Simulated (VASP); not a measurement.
N: single point with PBE

The system is N.

```xyz
2
Lattice="2.5195 0.0000 0.0000 -1.2597 2.1819 0.0000 0.0000 0.0000 2.4460" Properties=species:S:1:pos:R:3 pbc="T T T"
N     1.2597    0.7273    0.6115
N     0.0000    1.4546    1.8345
```

```
Program                : VASP 6.6.1
Task                   : single point
Functional             : PBE
Potentials or basis    : VASP PAW PBE potentials, release 64 (N)
Cutoff                 : 520 eV
k mesh                 : 12 × 12 × 10
Occupations            : gaussian, width 0.1 eV
Spin                   : no spin polarisation
Dipole correction      : no
Further INCAR settings : ALGO = Normal; EDIFF = 1e-06; NBANDS = 12
```

- Pressure: 10.1 GPa
- Band gap on the k mesh: zero (band 5 reaches 7.93 eV, above the bottom of band 6 at 3.18 eV)

Stress tensor (GPa, compression positive):
```
14.72  0.00  0.00
 0.00 14.72  0.00
 0.00  0.00  0.83
```

Levels at points of the mesh, in eV from the Fermi level:
```
           k point  band 3  band 4  band 5  band 6  band 7  band 8
(0.00, 0.00, 0.00)   -4.76   -2.33   -2.33    2.84    2.84    6.17
(0.50, 0.00, 0.00)   -4.96   -2.24   -1.48    1.74    2.73    5.10
(0.00, 0.00, 0.50)    0.60    0.60    0.60    0.60    2.09    2.09
(0.50, 0.00, 0.50)   -8.57   -8.57   -0.75   -0.75    4.05    4.05
```

It took 8 s on 1 thread of AMD EPYC 9R45 96-Core Processor (Zen 5), on a shared host, peak memory 0.09 GiB.
